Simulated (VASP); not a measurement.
ZrN, 2 atoms in the cell. It takes space group Fm-3m (No. 225, cubic). The conventional cell has a = 4.595 Å, b = 4.595 Å, c = 4.595 Å, α = 90.00°, β = 90.00°, γ = 90.00°. Within 3.0 Å of Zr (site symmetry m-3m) lie 6 N at 2.30 Å. Within 3.0 Å of N (site symmetry m-3m) lie 6 Zr at 2.30 Å. 

```yaml
Program: VASP 6.6.1
Task: single point
Functional: PBE
Potentials_or_basis: VASP PAW PBE potentials, release 64 (Zr_sv, N)
Cutoff: 520 eV
k_mesh: 16 × 16 × 16
Occupations: gaussian, width 0.1 eV
Spin: no spin polarisation
Dipole_correction: no
Further_INCAR_settings: ALGO = Normal; EDIFF = 1e-06; NBANDS = 16
```

Potentials or basis: VASP PAW PBE potentials, release 64 (Zr_sv, N).

Launch:

```console
$ cat potpaw_PBE.64/Zr_sv/POTCAR potpaw_PBE.64/N/POTCAR > POTCAR
$ mpirun -np 1 vasp_std > vasp.out
```

Hardware: 1 thread of Intel Xeon 8259CL (shared host).

**Question.** How long does it take, and how much memory?

**Answer.** Wall time 60 s on 1 thread of Intel Xeon 8259CL (shared host), peak memory 0.18 GiB. Counts: scf iterations 13, k points 145.
